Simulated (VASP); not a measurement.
**CaSe: single point with PBE**

The system is CaSe.

```xyz
2
Lattice="0.0000 2.9560 2.9560 2.9560 0.0000 2.9560 2.9560 2.9560 0.0000" Properties=species:S:1:pos:R:3 pbc="T T T"
Ca    0.0000    0.0000    0.0000
Se    2.9560    2.9560    2.9560
```

| Property | Result |
| --- | --- |
| Program | VASP 6.6.1 |
| Task | single point |
| Functional | PBE |
| Potentials or basis | VASP PAW PBE potentials, release 64 (Ca_sv, Se) |
| Cutoff | 520 eV |
| k mesh | 4 × 4 × 4 |
| Occupations | fermi-dirac, width 0.02 eV |
| Spin | no spin polarisation |

| Item | Value |
| --- | --- |
| Pressure | 1.5 GPa |
| Band gap on the k mesh | 2.01 eV, indirect (least direct gap 2.95 eV) |

Levels at points of the mesh, in eV from the valence-band top:
```
           k point  band 6  band 7  band 8  band 9  band 10  band 11
(0.00, 0.00, 0.00)    0.00    0.00    0.00    3.35     3.69     3.69
(0.50, 0.00, 0.00)   -3.29   -1.20   -1.20    4.51     5.47     5.50
(0.50, 0.50, 0.00)   -2.53   -0.94   -0.94    2.01     5.03     5.05
```

Run time: 7.5 s on 1 thread of AMD EPYC 7R13 Processor (Zen 3), on a shared host, peak memory 0.14 GiB.

Caveat: the k points lie up to 0.46 Å⁻¹ apart. A k mesh can miss the band edges.
